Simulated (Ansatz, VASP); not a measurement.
TaN: VASP beside Ansatz

Contents of INCAR:

```
PREC     = Accurate       # precision mode
ENCUT    = 520            # plane-wave cutoff, eV
EDIFF    = 1E-8           # SCF threshold, eV
ISMEAR   = -1             # smearing method
SIGMA    = 0.02           # smearing width, eV
LREAL    = False          # projectors in reciprocal space
LASPH    = True           # aspherical terms in the spheres
NELM     = 60             # most SCF steps
ALGO     = Normal         # electronic algorithm
ISIF     = 2              # what is computed and relaxed
LWAVE    = False          # write WAVECAR
LCHARG   = False          # write CHGCAR
GGA      = PE             # functional
LEFG     = True         
NBANDS   = 15             # bands
```

Contents of KPOINTS:

```
regular mesh
0
Gamma
  12 12 10
```

Contents of POSCAR:

```
TaN
1.0
    2.9766611718      0.0000000000      0.0000000000
   -1.4883305859      2.5778641933      0.0000000000
    0.0000000000      0.0000000000      2.9209385612
Ta N
1 1
Direct
    0.3333333333      0.6666666667      0.5000000000
    0.0000000000      0.0000000000      0.0000000000
```

Input for Ansatz:

```yaml
crystal:
  lattice:
    - [2.9766611718, 0.0, 0.0]
    - [-1.4883305859, 2.5778641933, 0.0]
    - [0.0, 0.0, 2.9209385612]
  atoms:
    - { symbol: Ta, position: [0.3333333333, 0.6666666667, 0.5] }
    - { symbol: "N", position: [0.0, 0.0, 0.0] }
kpoints:
  mp_grid: { grid: [12, 12, 10] }
scf:
  occupations: { method: fermi_dirac, width: 0.02 }
hamiltonian:
  xc: pbe
  pseudopotentials: { kind: all_electron, datasets: crystal }
output:
  forces: true
  stress: true
  eigenvalues: true
  efg: { contact_densities: true }
```

Change from the starting cell: volume scaled by 1.04, crystal datasets.

Alike in both runs: task electric field gradients; functional PBE; k mesh 12 × 12 × 10; occupations fermi-dirac, width 0.02 eV; no spin polarisation.

|  | VASP | Ansatz |
| --- | --- | --- |
| version | VASP 6.6.1 | Ansatz 0.2.0 |
| potentials or method | VASP PAW PBE potentials, release 64 (Ta_pv, N), cutoff 520 eV | all-electron PAW with datasets made for the crystal, scalar-relativistic |

```tsv
	VASP	Ansatz	Ansatz less VASP
pressure (GPa)	-7.7	-8.0	-0.31
traceless stress, the component that is largest in VASP (GPa)	-0.18	-0.25	-0.072
size of Vzz on the site where it differs most (V/Å²)	24.5	63.1	+38.67
```

Ansatz ran all-electron here, and VASP with PAW potentials.

Neither program's run includes spin-orbit coupling.
